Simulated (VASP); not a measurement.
Crystal: ZrC.

```
Zr C
1.0
     0.00000    2.35588    2.35588
     2.35588    0.00000    2.35588
     2.35588    2.35588    0.00000
Zr C
1 1
Direct
  0.50000 0.50000 0.50000
  0.00000 0.00000 0.00000
```

Program: VASP 6.6.1. Alike in all runs: task single point; no spin polarisation; cell as given; k mesh 12 × 12 × 12.

**Question.** Order these runs on this cell by their pressure, lowest first.
A. level r2SCAN+D3(BJ); potentials or basis VASP PAW PBE potentials, release 64 (Zr_sv, C); cutoff (eV) 660; smearing tetrahedron
B. level LDA; potentials or basis VASP PAW LDA potentials, release 64 (Zr_sv, C); cutoff (eV) 600; smearing gaussian 0.05 eV
C. level r2SCAN; potentials or basis VASP PAW PBE potentials, release 64 (Zr_sv, C); cutoff (eV) 660; smearing gaussian 0.05 eV

**Answer.** B (-9.6 GPa), A (-2.3 GPa), C (0.1 GPa).

Caveats: the PAW data sets were made with another functional, which shifts forces and pressure a little (at least some runs); the cell stands under tension (at least some runs).
